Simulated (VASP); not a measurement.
Zn: single point with r2SCAN

The system is Zn.

```
Zn
1.0
     2.44838    0.00000    0.00000
    -1.22419    2.12036    0.00000
     0.00000    0.00000    4.01085
Zn
2
Direct
  0.33333 0.66667 0.25000
  0.66667 0.33333 0.75000
```

```
Program             : VASP 6.6.1
Task                : single point
Functional          : r2SCAN
Potentials or basis : VASP PAW PBE potentials, release 64 (Zn)
Cutoff              : 520 eV
k mesh              : 18 × 18 × 10
Occupations         : gaussian, width 0.1 eV
Spin                : no spin polarisation
```

The pressure is 61.6 GPa and the band gap on the k mesh is zero (band 12 reaches 8.35 eV, above the bottom of band 13 at 5.59 eV).

Stress tensor (GPa, compression positive):
```
61.50  0.00  0.00
 0.00 61.50  0.00
 0.00  0.00 61.76
```

Levels at points of the mesh, in eV from the Fermi level:
```
           k point  band 8  band 9  band 10  band 11  band 12  band 13  band 14  band 15  band 16  band 17
(0.00, 0.00, 0.00)   -9.41   -9.41    -8.70    -8.70    -5.66    -1.16    20.36    20.36    20.55    22.06
(0.50, 0.00, 0.00)   -8.60   -8.58    -8.51    -5.34    -3.63     3.99     4.66     6.91     7.63    10.64
(0.00, 0.00, 0.50)   -9.90   -8.92    -8.92    -8.92    -8.92     9.24     9.24    21.45    21.45    22.68
(0.50, 0.00, 0.50)   -8.75   -8.55    -8.55    -4.15    -4.15     0.28     0.28    13.88    13.88    15.67
```

It took 2.4 min on 1 thread of Intel(R) Xeon(R) 6975P-C (Granite Rapids) (shared host), peak memory 0.18 GiB.

Caveat: the PAW data sets were made with another functional, which shifts forces and pressure a little.
